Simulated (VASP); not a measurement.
# W3C in VASP: a series of runs

Runs on W3C. Level: PBEsol. Tasks: single point.

All numbers are computed with VASP 6.6.1; they aren't measurements. Logs are shortened: lines on timing, memory, paths and dates and some standing lists are left out, and cuts for length are marked.

### 1 The cell of the first run

The cell holds a slab with vacuum, 4 atoms: a = 2.732 Å, b = 2.732 Å, c = 21.316 Å, α = 90.00°, β = 90.00°, γ = 109.47°.

### 2 Single point, PBEsol

Input file INCAR:

```
PREC = Accurate ; ENCUT = 520
EDIFF = 1E-6 ; ISMEAR = 0
SIGMA = 0.1 ; LREAL = False
LASPH = True ; NELM = 100
ALGO = Normal ; ISIF = 2
LWAVE = False ; LCHARG = False
LDIPOL = True ; IDIPOL = 3
DIPOL = 0.5 0.5 0.335 ; GGA = PS
NBANDS = 31
```

Input file KPOINTS:

```
Automatic mesh
0
Gamma
  10 10 1
```

Input file POSCAR:

```
W3C
1.0
    2.7317561349      0.0000000000      0.0000000000
   -0.9105853783      2.5755243833      0.0000000000
    0.0000000000      0.0000000000     21.3158546942
W C
3 1
Direct
    0.5000000000      0.5000000000      0.1876537468
    0.0000000000      0.0000000000      0.2888907691
    0.5000000000      0.5000000000      0.3901253228
    0.8333333333      0.8333333333      0.4717547027
```

Potentials or basis: VASP PAW PBE potentials, release 64 (W_sv, C).

Launch:

```
> cat potpaw_PBE.64/W_sv/POTCAR potpaw_PBE.64/C/POTCAR > POTCAR
> mpirun -np 1 vasp_std > vasp.out
```

OUTCAR:

```text
PREC = Accurate
   ENCUT = 520
   EDIFF = 1E-6
   ISMEAR = 0
   LREAL = False
   LASPH = True
   NELM = 100
   ISIF = 2
   GGA = PS

 ion  position               nearest neighbor table
   1  0.500  0.500  0.188-   2 2.67   2 2.67   2 3.10   2 3.10
   2  0.000  0.000  0.289-   3 2.67   3 2.67   1 2.67   1 2.67   3 3.10   3 3.10   1 3.10   1 3.10

   3  0.500  0.500  0.390-   4 2.03   2 2.67   2 2.67   4 2.73   2 3.10   2 3.10
   4  0.833  0.833  0.472-   3 2.03   3 2.73

  LATTYP: Found a base centered orthorhombic cell.
 ALAT       =     3.1543602796
 B/A-ratio  =     1.4142135624
 C/A-ratio  =     6.7575840439

  Lattice vectors:

 A1 = (   2.7317561349,   0.0000000000,   0.0000000000)
 A2 = (  -0.9105853783,   2.5755243833,   0.0000000000)
 A3 = (   0.0000000000,   0.0000000000,  21.3158546942)

Analysis of symmetry for initial positions (statically):
=====================================================================
 Subroutine PRICEL returns:
 Original cell was already a primitive cell.

 Routine SETGRP: Setting up the symmetry group for a
 base centered orthorhombic supercell.

 Subroutine GETGRP returns: Found  2 space group operations
 (whereof  2 operations were pure point group operations)
 out of a pool of  8 trial point group operations.

The static configuration has the point symmetry C_1h.

Analysis of symmetry for dynamics (positions and initial velocities):
=====================================================================
 Subroutine PRICEL returns:
 Original cell was already a primitive cell.

 Routine SETGRP: Setting up the symmetry group for a
 base centered orthorhombic supercell.

 Subroutine GETGRP returns: Found  2 space group operations
 (whereof  2 operations were pure point group operations)
 out of a pool of  8 trial point group operations.

The dynamic configuration has the point symmetry C_1h.

 Subroutine INISYM returns: Found  2 space group operations
 (whereof  2 operations are pure point group operations),
 and found     1 'primitive' translations

----------------------------------------------------------------------------------------

                                     Primitive cell

  volume of cell :     149.9721

  direct lattice vectors                    reciprocal lattice vectors
     2.731756135  0.000000000  0.000000000     0.366064887  0.129423482  0.000000000
    -0.910585378  2.575524383  0.000000000     0.000000000  0.388270446  0.000000000
     0.000000000  0.000000000 21.315854694     0.000000000  0.000000000  0.046913437

  length of vectors
     2.731756135  2.731756135 21.315854694     0.388270446  0.388270446  0.046913437

  position of ions in fractional coordinates (direct lattice)
     0.500000000  0.500000000  0.187653747
     0.000000000  0.000000000  0.288890769
     0.500000000  0.500000000  0.390125323
     0.833333333  0.833333333  0.471754703

  ion indices of the primitive-cell ions
   primitive index   ion index
                 1           1
                 2           2
                 3           3
                 4           4

----------------------------------------------------------------------------------------

 KPOINTS: Automatic mesh

Automatic generation of k-mesh.
 Grid dimensions read from file:
 generate k-points for:   10   10    1

 Generating k-lattice:

  Cartesian coordinates                     Fractional coordinates (reciprocal lattice)
     0.036606489  0.012942348  0.000000000     0.100000000  0.000000000  0.000000000
     0.000000000  0.038827045  0.000000000     0.000000000  0.100000000  0.000000000
     0.000000000  0.000000000  0.046913437     0.000000000  0.000000000  1.000000000

  Length of vectors
     0.038827045  0.038827045  0.046913437

  Shift w.r.t. Gamma in fractional coordinates (k-lattice)
     0.000000000  0.000000000  0.000000000

 Subroutine IBZKPT returns following result:
 ===========================================

 Found     31 irreducible k-points:

 Following reciprocal coordinates:
            Coordinates               Weight
  0.000000  0.000000  0.000000      1.000000
  0.100000 -0.000000  0.000000      4.000000
  0.200000 -0.000000  0.000000      4.000000
  0.300000 -0.000000  0.000000      4.000000
  0.400000 -0.000000  0.000000      4.000000
  0.500000  0.000000  0.000000      2.000000
[... 16 lines left out ...]
  0.300000  0.300000  0.000000      2.000000
  0.400000  0.300000  0.000000      4.000000
 [... further k-points ...]
   k-points           NKPTS =     31   k-points in BZ     NKDIM =     31   number of bands    NBANDS=     31
   number of dos      NEDOS =    301   number of ions     NIONS =      4
   total plane-waves  NPLWV =  64000
   dimension x,y,z NGX =    20 NGY =   20 NGZ =  160
   dimension x,y,z NGXF=    40 NGYF=   40 NGZF=  320
   ions per type =               3   1
   NGX,Y,Z   is equivalent  to a cutoff of  12.17, 12.17, 12.48 a.u.
   NGXF,Y,Z  is equivalent  to a cutoff of  24.34, 24.34, 24.96 a.u.
 SYSTEM =  unknown system
   PREC   = accura    normal or accurate (medium, high low for compatibility)
   ISTART =      0    job   : 0-new  1-cont  2-samecut
   ICHARG =      2    charge: 1-file 2-atom 10-const
   ISPIN  =      1    spin polarized calculation?
   LNONCOLLINEAR =      F non collinear calculations
   LSORBIT =      F    spin-orbit coupling
   LASPH  =      T    aspherical Exc in radial PAW
   ENCUT  =  520.0 eV  38.22 Ry    6.18 a.u.   5.08  5.08 39.63*2*pi/ulx,y,z
   NELM   =    100;   NELMIN=  2; NELMDL= -5     # of ELM steps
   EDIFF  = 0.1E-05   stopping-criterion for ELM
   LREAL  =      F    real-space projection
   EDIFFG = 0.1E-04   stopping-criterion for IOM
   NSW    =      0    number of steps for IOM
   IBRION =     -1    ionic relax: 0-MD 1-quasi-New 2-CG
   NFREE  =      0    steps in history (QN), initial steepest desc. (CG)
   ISIF   =      2    stress and relaxation
   ISYM   =      2    0-nonsym 1-usesym 2-fastsym
   POTIM  = 0.5000    time-step for ionic-motion
   TEBEG  =    0.0;   TEEND  =   0.0 temperature during run
   PSTRESS=    0.0 pullay stress
   NELECT =      46.0000    total number of electrons
   NUPDOWN=      -1.0000    fix difference up-down
   EMIN   =  10.00;   EMAX   =-10.00  energy-range for DOS
   EFERMI =   0.00;   METHOD = LEGACY
   ISMEAR =     0;   SIGMA  =   0.10  broadening in eV -4-tet -1-fermi 0-gaus
   EFERMI_NEDOS =   21; number of points for ismear=-14 and -15
   IALGO  =     38    algorithm
   IMIX   =      4    mixing-type and parameters
     AMIX     =   0.40;   BMIX     =  1.00
     AMIX_MAG =   1.60;   BMIX_MAG =  1.00
  volume/ion in A,a.u.               =      37.49       253.02
  Fermi-wavevector in a.u.,A,eV,Ry     =   1.104055  2.086361 16.584647  1.218937
  Thomas-Fermi vector in A             =   2.240522
   LORBIT       =      0    0 simple, 1 ext, 2 COOP (PROOUT), +10 PAW based schemes
   GGA     = PS    functional components
   LHFCALC =     F    Hartree Fock is set to
   AEXX    =    0.0000 exact exchange contribution
   IVDW    =     0    specifies the selected vdW correction
   LEPSILON=     F    determine dielectric tensor
   LRPA    =     F    only Hartree local field effects (RPA)
 non-spin polarized calculation
 Gauss-broadening in eV      SIGMA  =   0.10
  energy-cutoff  :      520.00
  volume of cell :      149.97
 maximum number of plane-waves:      4078
   NGX = 11   NGY = 11   NGZ = 79

 dipolmoment           0.000000      0.000000     -0.014339 electrons x Angstroem

 number of electron      46.0000009 magnetization

 dipolmoment           0.000000      0.000000      0.090304 electrons x Angstroem

 Free energy of the ion-electron system (eV)
  ---------------------------------------------------
  ext. energy  EPLUGINS =         0.00000000
  ---------------------------------------------------
  free energy    TOTEN  =       -45.07101190 eV

  energy without entropy =      -45.05768571  energy(sigma->0) =      -45.06434880

 E-fermi :   0.0249     XC(G=0):  -5.8773

 val. band max:        0.0002662541   @ k =   0.1000  -0.0000   0.0000
 cond. band min:       0.0316690235   @ k =   0.4000  -0.0000   0.0000
 fundamental gap:      0.0314027694
 Fermi energy:         0.0248711976

 k-point     1 :       0.0000    0.0000    0.0000
  band No.  band energies     occupation
      1     -74.1229      2.00000
      2     -74.0322      2.00000
      3     -73.8756      2.00000
      4     -38.8863      2.00000
      5     -38.3305      2.00000
      6     -38.1094      2.00000
[... 23 lines left out ...]
     30       2.5642      0.00000
     31       3.0770      0.00000

 k-point     2 :       0.1000   -0.0000    0.0000
  band No.  band energies     occupation
      1     -74.1136      2.00000
      2     -74.0268      2.00000
      3     -73.8701      2.00000
      4     -38.8581      2.00000
      5     -38.3757      2.00000
      6     -38.1166      2.00000
[... 23 lines left out ...]
     30       2.7166      0.00000
     31       3.1813      0.00000

 k-point     3 :       0.2000   -0.0000    0.0000
  band No.  band energies     occupation
      1     -74.0886      2.00000
      2     -74.0131      2.00000
      3     -73.8557      2.00000
      4     -38.7902      2.00000
      5     -38.5169      2.00000
      6     -38.2388      2.00000
[... 23 lines left out ...]
     30       2.8602      0.00000
     31       3.1100      0.00000

 k-point     4 :       0.3000   -0.0000    0.0000
  band No.  band energies     occupation
      1     -74.0559      2.00000
      2     -73.9980      2.00000
      3     -73.8380      2.00000
      4     -38.7718      2.00000
      5     -38.7304      2.00000
      6     -38.4352      2.00000
[... 635 lines left out ...]
     30       2.6944      0.00000
     31       3.5159      0.00000

 k-point    23 :       0.3000    0.3000    0.0000
  band No.  band energies     occupation
      1     -73.9958      2.00000
      2     -73.9681      2.00000
      3     -73.8002      2.00000
      4     -38.7534      2.00000
      5     -38.6912      2.00000
      6     -38.5797      2.00000
[... 23 lines left out ...]
     30       3.4489      0.00000
     31       3.6817      0.00000

 k-point    24 :       0.4000    0.3000    0.0000
  band No.  band energies     occupation
      1     -73.9909      2.00000
      2     -73.9483      2.00000
      3     -73.7857      2.00000
      4     -38.8049      2.00000
      5     -38.7772      2.00000
      6     -38.6100      2.00000
[... 23 lines left out ...]
     30       4.0684      0.00000
     31       4.7803      0.00000

 [... further k-points ...]

------------------------ aborting loop because EDIFF is reached ----------------------------------------

 vacuum level on the upper side and lower side of the slab       (xc-potential included)         1.118        -1.146

  FORCE on cell =-STRESS in cart. coord.  units (eV):
  Direction    XX          YY          ZZ          XY          YZ          ZX
  --------------------------------------------------------------------------------------
  -------------------------------------------------------------------------------------
  Total       -2.4979050     -2.6927523     -1.2324771     -0.2755558      1.0251821      0.7249130
  in kB      -26.6855494    -28.7671375    -13.1667651     -2.9438101     10.9521971      7.7443708
  external PRESSURE =     -22.8731507 kB  Pullay stress =       0.0000000 kB

 VOLUME and BASIS-vectors are now :
 -----------------------------------------------------------------------------
  energy-cutoff  :      520.00
  volume of cell :      149.97
      direct lattice vectors                 reciprocal lattice vectors
     2.731756135  0.000000000  0.000000000     0.366064887  0.129423482  0.000000000
    -0.910585378  2.575524383  0.000000000     0.000000000  0.388270446  0.000000000
     0.000000000  0.000000000 21.315854694     0.000000000  0.000000000  0.046913437

 POSITION                                       TOTAL-FORCE (eV/Angst)
 -----------------------------------------------------------------------------------
      0.91059      1.28776      4.00000         0.102913      0.145541      0.091347
      0.00000      0.00000      6.15795        -0.256457     -0.362685     -1.029310
      0.91059      1.28776      8.31585        -0.200375     -0.283373      2.677142
      1.51764      2.14627     10.05585         0.353919      0.500517     -1.739179
 -----------------------------------------------------------------------------------
    total drift:                               -0.000053     -0.000075     -0.000168

  FREE ENERGIE OF THE ION-ELECTRON SYSTEM (eV)
  ---------------------------------------------------
  free  energy   TOTEN  =       -45.0710118958 eV

  energy  without entropy=      -45.0576857130  energy(sigma->0) =      -45.06434880

 vacuum level on the upper side and lower side of the slab         7.268         4.946
```

Wall time 3.8 min (1 thread of Intel Xeon Platinum 8259CL at 2.50GHz (Skylake/Cascade Lake), shared host); peak memory 0.31 GiB.

Results:

```yaml
Free_energy: -45.0710 eV
Largest_force: 2.700 eV/Å
Band_gap_on_the_k_mesh: zero (bands 23 and 24 overlap by 1.49 eV)
```

Forces on the atoms (eV/Å):
```
W    0.103  0.146  0.091
W   -0.256 -0.363 -1.029
W   -0.200 -0.283  2.677
C    0.354  0.501 -1.739
```

Levels at points of the mesh, in eV from the Fermi level:
```csv
k point,band 20,band 21,band 22,band 23,band 24,band 25,band 26,band 27
"(0.00, 0.00, 0.00)",-1.48,-1.35,-1.18,-0.46,0.23,1.24,1.76,2.05
"(0.50, 0.00, 0.00)",-2.37,-1.31,-0.39,0.75,1.70,1.82,2.25,2.67
"(0.50, 0.50, 0.00)",-2.08,-1.07,0.05,0.94,1.25,1.90,2.57,3.43
```

Caveat: the PAW data sets were made with another functional, which shifts forces and pressure a little; spin-orbit coupling is left out, which moves the levels of the heavy elements.

### 3 Single point, PBEsol

Input file INCAR:

```
PREC = Accurate ; ENCUT = 520
EDIFF = 1E-6 ; ISMEAR = 0
SIGMA = 0.1 ; LREAL = F
LASPH = T ; NELM = 80
ALGO = Normal ; ISIF = 2
LWAVE = F ; LCHARG = F
LDIPOL = T ; IDIPOL = 3
DIPOL = 0.5 0.5 0.344 ; GGA = PS
NBANDS = 31
```

KPOINTS is that of step 2.

POSCAR: that of step 2 with these lines changed.

```diff
@@ -11,2 +11,2 @@
     0.5000000000      0.5000000000      0.3901253228
-    0.8333333333      0.8333333333      0.4717547027
+    0.8333333333      0.8333333333      0.5088163177
```

Potentials or basis: VASP PAW PBE potentials, release 64 (W_sv, C).

Launch:

```
> cat potpaw_PBE.64/W_sv/POTCAR potpaw_PBE.64/C/POTCAR > POTCAR
> mpirun -np 1 vasp_std > vasp.out
```

Wall time 3.5 min (1 thread of Intel Xeon Platinum 8259CL at 2.50GHz (Skylake/Cascade Lake), shared host); peak memory 0.3 GiB.

The run converged. Its results:

* Free energy: -42.8038 eV
* Largest force: 3.246 eV/Å
* Band gap on the k mesh: zero (bands 23 and 24 overlap by 1.34 eV)

Forces on the atoms (eV/Å):
```
W    0.022  0.032  0.025
W   -0.064 -0.090 -0.563
W    0.086  0.122  3.242
C   -0.045 -0.063 -2.705
```

Levels at points of the mesh, in eV from the Fermi level:
| k point | band 20 | band 21 | band 22 | band 23 | band 24 | band 25 | band 26 | band 27 |
| --- | --- | --- | --- | --- | --- | --- | --- | --- |
| (0.00, 0.00, 0.00) | -1.40 | -1.31 | -1.04 | -0.65 | 0.28 | 1.74 | 1.89 | 1.97 |
| (0.50, 0.00, 0.00) | -2.49 | -1.45 | -0.58 | 0.76 | 1.65 | 2.06 | 2.27 | 2.33 |
| (0.50, 0.50, 0.00) | -2.06 | -0.32 | 0.22 | 0.63 | 0.74 | 1.42 | 1.76 | 2.55 |

Caveat: the PAW data sets were made with another functional, which shifts forces and pressure a little; spin-orbit coupling is left out, which moves the levels of the heavy elements.

### 4 Single point, PBEsol

Input file INCAR:

```
PREC = Accurate
ENCUT = 520
EDIFF = 1E-7
ISMEAR = 0
SIGMA = 0.1
LREAL = False
LASPH = True
NELM = 60
ALGO = Normal
ISIF = 2
LWAVE = False
LCHARG = False
LDIPOL = True
IDIPOL = 3
DIPOL = 0.5 0.5 0.354
GGA = PS
NBANDS = 31
```

KPOINTS is that of step 3.

POSCAR: that of step 3 with these lines changed.

```diff
@@ -11,2 +11,2 @@
     0.5000000000      0.5000000000      0.3901253228
-    0.8333333333      0.8333333333      0.5088163177
+    0.8333333333      0.8333333333      0.5510384107
```

Potentials or basis: VASP PAW PBE potentials, release 64 (W_sv, C).

Launch:

```
> cat potpaw_PBE.64/W_sv/POTCAR potpaw_PBE.64/C/POTCAR > POTCAR
> mpirun -np 1 vasp_std > vasp.out
```

OUTCAR:

```text
PREC = Accurate
   ENCUT = 520
   EDIFF = 1E-7
   ISMEAR = 0
   LREAL = False
   LASPH = True
   NELM = 60
   ISIF = 2
   GGA = PS

 ion  position               nearest neighbor table
   1  0.500  0.500  0.188-   2 2.67   2 2.67   2 3.10   2 3.10
   2  0.000  0.000  0.289-   3 2.67   3 2.67   1 2.67   1 2.67   3 3.10   3 3.10   1 3.10   1 3.10

   3  0.500  0.500  0.390-   2 2.67   2 2.67   2 3.10   2 3.10
   4  0.833  0.833  0.551-

  LATTYP: Found a base centered orthorhombic cell.
 ALAT       =     3.1543602796
 B/A-ratio  =     1.4142135624
 C/A-ratio  =     6.7575840439
[... 1021 lines left out ...]
  -------------------------------------------------------------------------------------
  Total       -6.6895533     -7.0301673     -2.3878116     -0.4817010      0.1043038      0.0737539
  in kB      -71.4656515    -75.1044898    -25.5094031     -5.1460944      1.1142950      0.7879255
  external PRESSURE =     -57.3598481 kB  Pullay stress =       0.0000000 kB

 VOLUME and BASIS-vectors are now :
 -----------------------------------------------------------------------------
  energy-cutoff  :      520.00
  volume of cell :      149.97
      direct lattice vectors                 reciprocal lattice vectors
     2.731756135  0.000000000  0.000000000     0.366064887  0.129423482  0.000000000
    -0.910585378  2.575524383  0.000000000     0.000000000  0.388270446  0.000000000
     0.000000000  0.000000000 21.315854694     0.000000000  0.000000000  0.046913437

 POSITION                                       TOTAL-FORCE (eV/Angst)
 -----------------------------------------------------------------------------------
      0.91059      1.28776      4.00000         0.000552      0.000781     -0.058744
      0.00000      0.00000      6.15795        -0.009148     -0.012938     -0.087528
      0.91059      1.28776      8.31585        -0.007870     -0.011130      0.960661
      1.51764      2.14627     11.74585         0.016466      0.023287     -0.814390
 -----------------------------------------------------------------------------------
    total drift:                               -0.000023     -0.000033     -0.000107

  FREE ENERGIE OF THE ION-ELECTRON SYSTEM (eV)
  ---------------------------------------------------
  free  energy   TOTEN  =       -41.3254528533 eV

  energy  without entropy=      -41.3018972501  energy(sigma->0) =      -41.31367505

 vacuum level on the upper side and lower side of the slab         6.329         5.394
```

stdout:

```text
POSCAR found type information on POSCAR W C
 POSCAR found :  2 types and       4 ions
 scaLAPACK will be used
 -----------------------------------------------------------------------------
|                                                                             |
|                                                                             |
|     You enforced a specific xc type in the INCAR file but a different       |
|     I HOPE YOU KNOW WHAT YOU ARE DOING!                                     |
|                                                                             |
 -----------------------------------------------------------------------------

 LDA part: xc-table for (Slater+PW92), standard interpolation
 POSCAR, INCAR and KPOINTS ok, starting setup
 FFT: planning ... GRIDC
 FFT: planning ... GRID_SOFT
 FFT: planning ... GRID
 WAVECAR not read
 entering main loop
```

Run time: 5.3 min. Hardware: 1 thread of Intel Xeon Platinum 8259CL at 2.50GHz (Skylake/Cascade Lake), shared host; peak memory 0.31 GiB.

Results:

```yaml
Free_energy: -41.3255 eV
Largest_force: 0.961 eV/Å
Band_gap_on_the_k_mesh: zero (bands 23 and 24 overlap by 1.24 eV)
```

Forces on the atoms (eV/Å):
```
W    0.001  0.001 -0.059
W   -0.009 -0.013 -0.088
W   -0.008 -0.011  0.961
C    0.016  0.023 -0.814
```

Caveat: the PAW data sets were made with another functional, which shifts forces and pressure a little; spin-orbit coupling is left out, which moves the levels of the heavy elements.

(Part 1 of 3 ends here.)
